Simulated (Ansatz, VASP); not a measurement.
## Ag in VASP and in Ansatz

```xyz
4
Lattice="2.8862 0.0000 0.0000 -1.4431 2.4995 0.0000 0.0000 0.0000 10.1000" Properties=species:S:1:pos:R:3 pbc="T T T"
Ag    0.0000    1.6663    2.5250
Ag    1.4431    0.8332    7.5750
Ag    0.0000    0.0000    0.0000
Ag    0.0000    0.0000    5.0500
```

Change from the starting cell: zz strain of +1 %.

Alike in both runs: task single point; functional LDA; k mesh 14 × 14 × 4; occupations fermi-dirac, width 0.08 eV; no spin polarisation.

```csv
,VASP,Ansatz
version,VASP 6.6.1,Ansatz 0.2.0
potentials or method,"VASP PAW LDA potentials, release 64 (Ag), cutoff 520 eV","all-electron LAPW, scalar-relativistic"
```

Ansatz gave:

- pressure (GPa): -11.7
- traceless stress, the component that is largest in VASP (GPa): -2.70

Which values does VASP return?

Pressure (GPa): -11.6; traceless stress, the component that is largest in VASP (GPa): -2.74.

LDA's correlation is that of Perdew and Zunger in VASP and of Perdew and Wang (1992) in Ansatz. Ansatz ran all-electron here, and VASP with PAW potentials.
